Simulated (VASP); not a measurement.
# WS2 in VASP: single point with PBE+D3(BJ)

Aim: the single point of WS2 with PBE+D3(BJ).

All numbers are computed with VASP 6.6.1; they aren't measurements. Logs are shortened: lines on timing, memory, paths and dates and some standing lists are left out, and cuts for length are marked.

## (1) The cell of the first run

The cell holds a slab with vacuum, 3 atoms: a = 3.160 Å, b = 3.160 Å, c = 16.940 Å, α = 90.00°, β = 90.00°, γ = 120.00°.

## (2) Single point, PBE+D3(BJ) (atoms displaced along several vibrational modes)

File INCAR:

```
SYSTEM = WS2
  PREC = Accurate
  ENCUT = 520
  EDIFF = 1E-6
  ISMEAR = 0
  SIGMA = 0.05
  LREAL = .False.
  LASPH = .True.
  NELM = 100
  ALGO = Normal
  ISIF = 2
  LWAVE = .False.
  LCHARG = .False.
  GGA = PE
  IVDW = 12
  NBANDS = 20
```

File KPOINTS:

```
Automatic mesh
0
Gamma
  12 12 2
  0 0 0
```

File POSCAR:

```
WS2
1.0
    3.1598870889      0.0000000000      0.0000000000
   -1.5799435444      2.7365424921      0.0000000000
    0.0000000000      0.0000000000     16.9398492058
W S
1 2
Direct
    0.3333333333      0.6666666667      0.0020589413
    0.6419822404      0.3333333333      0.9010616818
    0.6913510930      0.3333333333      0.0871318376
```

Potentials or basis: VASP PAW PBE potentials, release 64 (W_sv, S).

Launch:

```
$ cat potpaw_PBE.64/W_sv/POTCAR potpaw_PBE.64/S/POTCAR > POTCAR
$ mpirun -np 1 vasp_std > vasp.out
```

OUTCAR:

```text
SYSTEM = WS2
   PREC = Accurate
   ENCUT = 520
   EDIFF = 1E-6
   ISMEAR = 0
   LREAL = .False.
   LASPH = .True.
   NELM = 100
   ISIF = 2
   GGA = PE
   IVDW = 12
 IVDW          = 12

 ion  position               nearest neighbor table
   1  0.333  0.667  0.002-   3 2.27   3 2.33   3 2.38   2 2.45   2 2.50   2 2.55
   2  0.642  0.333  0.901-   1 2.45   1 2.50   1 2.55
   3  0.691  0.333  0.087-   1 2.27   1 2.33   1 2.38

  LATTYP: Found a hexagonal cell.
 ALAT       =     3.1598870889
 C/A-ratio  =     5.3609033264

  Lattice vectors:

 A1 = (   3.1598870889,   0.0000000000,   0.0000000000)
 A2 = (  -1.5799435444,   2.7365424921,   0.0000000000)
 A3 = (   0.0000000000,   0.0000000000,  16.9398492058)

Analysis of symmetry for initial positions (statically):
=====================================================================
 Subroutine PRICEL returns:
 Original cell was already a primitive cell.

 Routine SETGRP: Setting up the symmetry group for a
 hexagonal supercell.

 Subroutine GETGRP returns: Found  1 space group operations
 (whereof  1 operations were pure point group operations)
 out of a pool of 24 trial point group operations.

The static configuration has the point symmetry C_1 .

Analysis of symmetry for dynamics (positions and initial velocities):
=====================================================================
 Subroutine PRICEL returns:
 Original cell was already a primitive cell.

 Routine SETGRP: Setting up the symmetry group for a
 hexagonal supercell.

 Subroutine GETGRP returns: Found  1 space group operations
 (whereof  1 operations were pure point group operations)
 out of a pool of 24 trial point group operations.

The dynamic configuration has the point symmetry C_1 .

 Subroutine INISYM returns: Found  1 space group operations
 (whereof  1 operations are pure point group operations),
 and found     1 'primitive' translations

----------------------------------------------------------------------------------------

                                     Primitive cell

  volume of cell :     146.4817

  direct lattice vectors                    reciprocal lattice vectors
     3.159887089  0.000000000  0.000000000     0.316467004  0.182712310  0.000000000
    -1.579943544  2.736542492  0.000000000     0.000000000  0.365424620  0.000000000
     0.000000000  0.000000000 16.939849206     0.000000000  0.000000000  0.059032403

  length of vectors
     3.159887089  3.159887089 16.939849206     0.365424620  0.365424620  0.059032403

  position of ions in fractional coordinates (direct lattice)
     0.333333333  0.666666667  0.002058941
     0.641982240  0.333333333  0.901061682
     0.691351093  0.333333333  0.087131838

  ion indices of the primitive-cell ions
   primitive index   ion index
                 1           1
                 2           2
                 3           3

----------------------------------------------------------------------------------------

 KPOINTS: Automatic mesh

Automatic generation of k-mesh.
 Grid dimensions read from file:
 generate k-points for:   12   12    2

 Generating k-lattice:

  Cartesian coordinates                     Fractional coordinates (reciprocal lattice)
     0.026372250  0.015226026  0.000000000     0.083333333  0.000000000  0.000000000
     0.000000000  0.030452052  0.000000000     0.000000000  0.083333333  0.000000000
     0.000000000  0.000000000  0.029516201     0.000000000  0.000000000  0.500000000

  Length of vectors
     0.030452052  0.030452052  0.029516201

  Shift w.r.t. Gamma in fractional coordinates (k-lattice)
     0.000000000  0.000000000  0.000000000

 Subroutine IBZKPT returns following result:
 ===========================================

 Found    148 irreducible k-points:

 Following reciprocal coordinates:
            Coordinates               Weight
  0.000000  0.000000  0.000000      1.000000
  0.083333  0.000000  0.000000      2.000000
  0.000000  0.083333  0.000000      2.000000
 -0.083333  0.083333  0.000000      2.000000
  0.166667  0.000000  0.000000      2.000000
  0.000000  0.166667  0.000000      2.000000
[... 16 lines left out ...]
  0.166667  0.083333  0.000000      2.000000
 -0.083333  0.250000  0.000000      2.000000
 [... further k-points ...]
   k-points           NKPTS =    148   k-points in BZ     NKDIM =    148   number of bands    NBANDS=     20
   number of dos      NEDOS =    301   number of ions     NIONS =      3
   total plane-waves  NPLWV =  72576
   dimension x,y,z NGX =    24 NGY =   24 NGZ =  126
   dimension x,y,z NGXF=    48 NGYF=   48 NGZF=  252
   ions per type =               1   2
   NGX,Y,Z   is equivalent  to a cutoff of  12.63, 12.63, 12.37 a.u.
   NGXF,Y,Z  is equivalent  to a cutoff of  25.25, 25.25, 24.73 a.u.
 SYSTEM =  WS2
   PREC   = accura    normal or accurate (medium, high low for compatibility)
   ISTART =      0    job   : 0-new  1-cont  2-samecut
   ICHARG =      2    charge: 1-file 2-atom 10-const
   ISPIN  =      1    spin polarized calculation?
   LNONCOLLINEAR =      F non collinear calculations
   LSORBIT =      F    spin-orbit coupling
   LASPH  =      T    aspherical Exc in radial PAW
   ENCUT  =  520.0 eV  38.22 Ry    6.18 a.u.   5.88  5.88 31.50*2*pi/ulx,y,z
   NELM   =    100;   NELMIN=  2; NELMDL= -5     # of ELM steps
   EDIFF  = 0.1E-05   stopping-criterion for ELM
   LREAL  =      F    real-space projection
   EDIFFG = 0.1E-04   stopping-criterion for IOM
   NSW    =      0    number of steps for IOM
   IBRION =     -1    ionic relax: 0-MD 1-quasi-New 2-CG
   NFREE  =      0    steps in history (QN), initial steepest desc. (CG)
   ISIF   =      2    stress and relaxation
   ISYM   =      2    0-nonsym 1-usesym 2-fastsym
   POTIM  = 0.5000    time-step for ionic-motion
   TEBEG  =    0.0;   TEEND  =   0.0 temperature during run
   PSTRESS=    0.0 pullay stress
   NELECT =      26.0000    total number of electrons
   NUPDOWN=      -1.0000    fix difference up-down
   EMIN   =  10.00;   EMAX   =-10.00  energy-range for DOS
   EFERMI =   0.00;   METHOD = LEGACY
   ISMEAR =     0;   SIGMA  =   0.05  broadening in eV -4-tet -1-fermi 0-gaus
   EFERMI_NEDOS =   21; number of points for ismear=-14 and -15
   IALGO  =     38    algorithm
   IMIX   =      4    mixing-type and parameters
     AMIX     =   0.40;   BMIX     =  1.00
     AMIX_MAG =   1.60;   BMIX_MAG =  1.00
  volume/ion in A,a.u.               =      48.83       329.50
  Fermi-wavevector in a.u.,A,eV,Ry     =   0.920036  1.738616 11.516874  0.846466
  Thomas-Fermi vector in A             =   2.045297
   LORBIT       =      0    0 simple, 1 ext, 2 COOP (PROOUT), +10 PAW based schemes
   GGA     = PE    functional components
   LHFCALC =     F    Hartree Fock is set to
   AEXX    =    0.0000 exact exchange contribution
   IVDW    =    12    specifies the selected vdW correction
   LEPSILON=     F    determine dielectric tensor
   LRPA    =     F    only Hartree local field effects (RPA)
 non-spin polarized calculation
 Gauss-broadening in eV      SIGMA  =   0.05
  energy-cutoff  :      520.00
  volume of cell :      146.48
 maximum number of plane-waves:      3986
   NGX = 11   NGY = 11   NGZ = 63

 number of electron      25.9999995 magnetization

 Free energy of the ion-electron system (eV)
  ---------------------------------------------------
  ext. energy  EPLUGINS =         0.00000000
  ---------------------------------------------------
  free energy    TOTEN  =       -23.30822905 eV

  energy without entropy =      -23.30822905  energy(sigma->0) =      -23.30822905

 E-fermi :  -0.6093     XC(G=0):  -4.5847

 val. band max:       -0.9955807820   @ k =   0.0000   0.0000   0.0000
 cond. band min:       0.6603801593   @ k =  -0.1667   0.3333   0.0000
 fundamental gap:      1.6559609413
 Fermi energy:        -0.6092984517

 k-point     1 :       0.0000    0.0000    0.0000
  band No.  band energies     occupation
      1     -75.1205      2.00000
      2     -39.3855      2.00000
      3     -39.2226      2.00000
      4     -39.2038      2.00000
      5     -15.9885      2.00000
      6     -14.2856      2.00000
[... 12 lines left out ...]
     19       4.3092      0.00000
     20       4.5247      0.00000

 k-point     2 :       0.0833    0.0000    0.0000
  band No.  band energies     occupation
      1     -75.1193      2.00000
      2     -39.3811      2.00000
      3     -39.2471      2.00000
      4     -39.2100      2.00000
      5     -15.8730      2.00000
      6     -14.2389      2.00000
[... 12 lines left out ...]
     19       4.4591      0.00000
     20       4.9160      0.00000

 k-point     3 :       0.0000    0.0833    0.0000
  band No.  band energies     occupation
      1     -75.1193      2.00000
      2     -39.3811      2.00000
      3     -39.2412      2.00000
      4     -39.2157      2.00000
      5     -15.8732      2.00000
      6     -14.2387      2.00000
[... 12 lines left out ...]
     19       4.4570      0.00000
     20       4.9190      0.00000

 k-point     4 :      -0.0833    0.0833    0.0000
  band No.  band energies     occupation
      1     -75.1193      2.00000
      2     -39.3811      2.00000
      3     -39.2343      2.00000
      4     -39.2225      2.00000
      5     -15.8736      2.00000
      6     -14.2383      2.00000
[... 12 lines left out ...]
     19       4.4530      0.00000
     20       4.9091      0.00000

 k-point     5 :       0.1667    0.0000    0.0000
  band No.  band energies     occupation
      1     -75.1158      2.00000
      2     -39.3698      2.00000
      3     -39.3138      2.00000
      4     -39.2259      2.00000
      5     -15.5462      2.00000
      6     -14.1045      2.00000
[... 12 lines left out ...]
     19       4.8715      0.00000
     20       5.7197      0.00000
[... 353 lines left out ...]
      6     -14.1468      2.00000
[... 12 lines left out ...]
     19       4.7278      0.00000
     20       5.5345      0.00000

 k-point    22 :      -0.1667    0.0833    0.0000
  band No.  band energies     occupation
      1     -75.1169      2.00000
      2     -39.3731      2.00000
      3     -39.2852      2.00000
      4     -39.2283      2.00000
      5     -15.6527      2.00000
      6     -14.1473      2.00000
[... 12 lines left out ...]
     19       4.7346      0.00000
     20       5.5355      0.00000

 k-point    23 :       0.1667    0.0833    0.0000
  band No.  band energies     occupation
      1     -75.1129      2.00000
      2     -39.3739      2.00000
      3     -39.3535      2.00000
      4     -39.2433      2.00000
      5     -15.2480      2.00000
      6     -13.9780      2.00000
[... 12 lines left out ...]
     19       5.2608      0.00000
     20       6.1959      0.00000

 k-point    24 :      -0.0833    0.2500    0.0000
  band No.  band energies     occupation
      1     -75.1129      2.00000
      2     -39.3630      2.00000
      3     -39.3480      2.00000
      4     -39.2586      2.00000
      5     -15.2498      2.00000
      6     -13.9752      2.00000
[... 12 lines left out ...]
     19       5.2442      0.00000
     20       6.1811      0.00000

 [... further k-points ...]

------------------------ aborting loop because EDIFF is reached ----------------------------------------

 Edisp (eV)   -0.93183

 E8    (eV) :    -0.4182

  FORCE on cell =-STRESS in cart. coord.  units (eV):
  Direction    XX          YY          ZZ          XY          YZ          ZX
  --------------------------------------------------------------------------------------
  -------------------------------------------------------------------------------------
  Total       0.75918     0.74425     0.62695     0.55209    -0.06142    -2.47473
  in kB       8.30366     8.14044     6.85741     6.03860    -0.67181   -27.06798
  external pressure =        7.77 kB  Pullay stress =        0.00 kB

 VOLUME and BASIS-vectors are now :
 -----------------------------------------------------------------------------
  energy-cutoff  :      520.00
  volume of cell :      146.48
      direct lattice vectors                 reciprocal lattice vectors
     3.159887089  0.000000000  0.000000000     0.316467004  0.182712310  0.000000000
    -1.579943544  2.736542492  0.000000000     0.000000000  0.365424620  0.000000000
     0.000000000  0.000000000 16.939849206     0.000000000  0.000000000  0.059032403

 POSITION                                       TOTAL-FORCE (eV/Angst)
 -----------------------------------------------------------------------------------
     -0.00000      1.82436      0.03488         0.508465      0.108639     -4.398340
      1.50194      0.91218     15.26385         0.552614     -0.030212      1.799434
      1.65794      0.91218      1.47600        -1.061079     -0.078428      2.598906
 -----------------------------------------------------------------------------------
    total drift:                                0.000010      0.000001      0.000001

  FREE ENERGIE OF THE ION-ELECTRON SYSTEM (eV)
  ---------------------------------------------------
  free  energy   TOTEN  =       -24.2400612854 eV

  energy  without entropy=      -24.2400612854  energy(sigma->0) =      -24.24006129
```

Wall time 12 min (1 thread of Oxide Virtual Turin-like, shared host); peak memory 0.51 GiB.

What came out:

```yaml
Free_energy: -24.2401 eV
Largest_force: 4.429 eV/Å
Band_gap_on_the_k_mesh: 1.66 eV (least direct gap 1.91 eV)
Dispersion_energy_per_atom: -0.311 eV
```

Forces on the atoms (eV/Å):
```
W    0.508  0.109 -4.398
S    0.553 -0.030  1.799
S   -1.061 -0.078  2.599
```

Caveat: the cell differs from its parent crystal (atoms displaced along several vibrational modes); there is no dipole correction, which matters where the two faces differ; spin-orbit coupling is left out, which moves the levels of the heavy elements.
